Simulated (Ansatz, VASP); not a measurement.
# One calculation of Se, two programs

Contents of POSCAR:

```
Se
1.0
    3.5972163749      0.0000000000      0.0000000000
   -1.7986081875      3.1152807635      0.0000000000
    0.0000000000      0.0000000000      3.7778688654
Se
2
Direct
    0.3333333333      0.6666666667      0.2500000000
    0.6666666667      0.3333333333      0.7500000000
```

INCAR.step1

```
SYSTEM = Se
ALGO = Normal
EDIFF = 1E-4
ENCUT = 520
GGA = PE
ISMEAR = -1
LASPH = .TRUE.
LCHARG = .FALSE.
LREAL = .FALSE.
LWAVE = .TRUE.
NBANDS = 13
NELM = 60
PREC = Accurate
SIGMA = 0.1
```

The input INCAR.step2:

```
SYSTEM = Se
ALGO = Normal
EDIFF = 1E-6
ENCUT = 520
ISIF = 2
ISMEAR = -1
ISTART = 1
LASPH = .TRUE.
LCHARG = .FALSE.
LMIXTAU = .TRUE.
LREAL = .FALSE.
LWAVE = .FALSE.
METAGGA = R2SCAN
NBANDS = 13
NELM = 60
PREC = Accurate
SIGMA = 0.1
```

Contents of KPOINTS:

```
k-points
0
G
  11 11 9
  0 0 0
```

Input for Ansatz:

```yaml
crystal:
  lattice:
    - [3.5972163749, 0.0, 0.0]
    - [-1.7986081875, 3.1152807635, 0.0]
    - [0.0, 0.0, 3.7778688654]
  atoms:
    - { symbol: Se, position: [0.3333333333, 0.6666666667, 0.25] }
    - { symbol: Se, position: [0.6666666667, 0.3333333333, 0.75] }
hamiltonian:
  xc: r2scan
  pseudopotentials:
    kind: paw
    azcp:
      Se: "pseudopotentials/Se.paw.azcp"
basis:
  ecutwfc: 500
  fft_grid_basis: typed
kpoints:
  mp_grid: { grid: [11, 11, 9], shift: [0, 0, 0] }
magnetization:
  spin_polarized: false
scf:
  occupations: { method: fermi_dirac, width: 0.1 }
  lower_state_search: "off"
output:
  stress: true
```

Alike in both runs: task single point; functional r2SCAN; k mesh 11 × 11 × 9; occupations fermi-dirac, width 0.1 eV; no spin polarisation.

|  | VASP | Ansatz |
| --- | --- | --- |
| version | VASP 6.6.1 | Ansatz 0.2.0 |
| potentials or method | VASP PAW PBE potentials, release 64 (Se), cutoff 520 eV | plane waves (500 eV) with PAW, scalar-relativistic |
| valence electrons in the cell | 12 | 32 |

Ansatz gave:

```
pressure (GPa)                                                : 3.0
traceless stress, the component that is largest in VASP (GPa) : 0.70
```

Task: Estimate VASP's values.

Result: Pressure (GPa): 3.0; traceless stress, the component that is largest in VASP (GPa): 0.66.

VASP's potentials were made for PBE, not for r2SCAN. VASP's potentials hold 12 valence electrons a cell and Ansatz's 32, so a difference there can come from the potentials and not from the codes.
